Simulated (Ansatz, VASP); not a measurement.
# One calculation of B3F2, two programs

```
B F
1.0
     3.52048    0.00000    0.00000
     0.00000    6.45924    0.00000
    -1.63934    0.00000    3.70573
B F
6 4
Direct
  0.03370 0.50000 0.20057
  0.17080 0.00000 0.23635
  0.65250 0.33371 0.20770
  0.65250 0.66629 0.20770
  0.28804 0.25340 0.39474
  0.28804 0.74660 0.39474
  0.97853 0.50000 0.83286
  0.98842 0.00000 0.87298
  0.47023 0.74875 0.82269
  0.47023 0.25125 0.82269
```

Change from the starting cell: the structure that the rattled cell fell into.

Alike in both runs: functional PBE; k mesh 6 × 4 × 6; occupations gaussian, width 0.1 eV; no spin polarisation.

Ansatz relaxed the structure, and its values are those at the end. VASP's run is a single point on that final structure, the one shown.

```csv
,VASP,Ansatz
version,VASP 6.6.1,Ansatz 0.2.0
potentials or method,"VASP PAW PBE potentials, release 64 (B, F), cutoff 520 eV","scalar-relativistic, plane waves, PAW"
valence electrons in the cell,46,46
```

Ansatz gave:

* gap on the k mesh at the Fermi level (eV): 1.43
* least direct gap on the mesh (eV): 1.69
* pressure (GPa): 0.0
* rms of the force components (eV/Å): 0.007

**Question.** Estimate VASP's values.

**Answer.** gap on the k mesh at the Fermi level (eV): 1.42; least direct gap on the mesh (eV): 1.67; pressure (GPa): 0.3; rms of the force components (eV/Å): 0.092.
